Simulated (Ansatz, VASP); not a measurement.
**Cu in VASP and in Ansatz**

```
Cu
1.0
     2.68614    0.00000    0.00000
    -1.34307    2.19459    0.00000
     0.00000    0.00000    4.11257
Cu
2
Cartesian
  0.0000 1.4631 1.0281
  1.3431 0.7315 3.0844
```

Change from the starting cell: strain +0.0600 x Voigt [1, 0, 0, 0, 0, 0], atoms carried along.

Alike in both runs: task single point; functional PBEsol; k mesh 24 × 24 × 12; occupations gaussian, width 0.15 eV; no spin polarisation.

|  | VASP | Ansatz |
| --- | --- | --- |
| version | VASP 6.6.1 | Ansatz 0.2.0 |
| potentials or method | VASP PAW PBE potentials, release 64 (Cu), cutoff 520 eV | scalar-relativistic, plane waves, PAW |
| valence electrons in the cell | 22 | 38 |

```csv
,VASP,Ansatz,Ansatz less VASP
gap on the k mesh at the Fermi level (eV),none,none,-
pressure (GPa),-8.4,-9.1,-0.66
"traceless stress, the component that is largest in VASP (GPa)",-4.08,-4.10,-0.017
rms of the force components (eV/Å),0.057,0.057,0.0000
```

VASP's potentials were made for PBE, not for PBEsol. Atom by atom the forces differ by 0.000 eV/Å (rms over components). A gap of «none» marks a metal or a gap that the smearing closes. VASP's potentials hold 22 valence electrons a cell and Ansatz's 38, so a difference there can come from the potentials and not from the codes.
